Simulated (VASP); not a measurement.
Write the native input for VASP 6.6.1 that does the following.

- Task: single point
- Functional: RPBE
- Potentials or basis: VASP PAW PBE potentials, release 64 (Re)
- Cutoff: 520 eV
- k mesh: 15 × 15 × 4
- Occupations: fermi-dirac, width 0.1 eV
- Spin: no spin polarisation
- Dipole correction: no
- Further INCAR settings: ALGO = Normal; EDIFF = 1e-06; NBANDS = 22

The structure of Re lies in POSCAR:

```
Re
1.0
    2.8592485412      0.0000000000      0.0000000000
   -1.4296242706      2.4761818724      0.0000000000
    0.0000000000      0.0000000000      9.2181751801
Re
4
Direct
    0.0000000000      1.0000000000      1.0000000000
    0.0000000000      1.0000000000      0.5000000000
    0.3333333333      0.6666666667      0.2500000000
    0.6666666667      0.3333333333      0.7500000000
```

This cell differs from its parent crystal: volume scaled by 1.08.

The input as run:

INCAR

```
PREC = Accurate
ENCUT = 520
EDIFF = 1E-6
ISMEAR = -1
SIGMA = 0.1
LREAL = F
LASPH = T
NELM = 80
ALGO = Normal
ISIF = 2
LWAVE = F
LCHARG = F
GGA = RP
NBANDS = 22
```

KPOINTS

```
regular mesh
0
Gamma
  15 15 4
```

Potentials or basis: VASP PAW PBE potentials, release 64 (Re).

Run with:

```console
$ cat potpaw_PBE.64/Re/POTCAR > POTCAR
$ mpirun -np 1 vasp_std > vasp.out
```

It gave:

```
Pressure               : -23.6 GPa
Band gap on the k mesh : zero (band 14 reaches 7.89 eV, above the bottom of band 15 at 5.70 eV)
```

Caveat: the PAW data sets were made with another functional, which shifts forces and pressure a little; spin-orbit coupling is left out, which moves the levels of the heavy elements.

Wall time 110 s on 1 thread of Intel(R) Xeon(R) Platinum 8488C (Sapphire Rapids) (shared host), peak memory 0.24 GiB.
